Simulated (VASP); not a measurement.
A run of VASP 6.6.1:

File INCAR:

```
SYSTEM = NbCd3
ALGO = Normal
EDIFF = 1E-6
ENCUT = 520
GGA = CA
ISIF = 2
ISMEAR = -1
LASPH = .TRUE.
LCHARG = .FALSE.
LREAL = .FALSE.
LWAVE = .FALSE.
NBANDS = 32
NELM = 100
PREC = Accurate
SIGMA = 0.08
```

File KPOINTS:

```
k-points
0
G
  9 9 9
  0 0 0
```

File POSCAR:

```
NbCd3
1.0
    4.1867105570      0.0000000000      0.0000000000
    0.0000000000      4.1867105570      0.0000000000
    0.0000000000      0.0000000000      4.1867105570
Nb Cd
1 3
Direct
    0.0000000000      0.0000000000      0.0000000000
    0.0000000000      0.5000000000      0.5000000000
    0.5000000000      0.0000000000      0.5000000000
    0.5000000000      0.5000000000      0.0000000000
```

Potentials or basis: VASP PAW LDA potentials, release 64 (Nb_sv, Cd).

Run with:

```bash
$ cat potpaw_LDA.64/Nb_sv/POTCAR potpaw_LDA.64/Cd/POTCAR > POTCAR
$ mpirun -np 1 vasp_std > vasp.out
```

Hardware: 1 thread of Intel(R) Xeon(R) Platinum 8259CL CPU @ 2.50GHz (Skylake/Cascade Lake), on a shared host.

Question: Estimate the wall time of this run.

Answer: Wall time 43 s on 1 thread of Intel(R) Xeon(R) Platinum 8259CL CPU @ 2.50GHz (Skylake/Cascade Lake), with other jobs on the host, peak memory 0.2 GiB. Counts: scf iterations 12, k points 35.
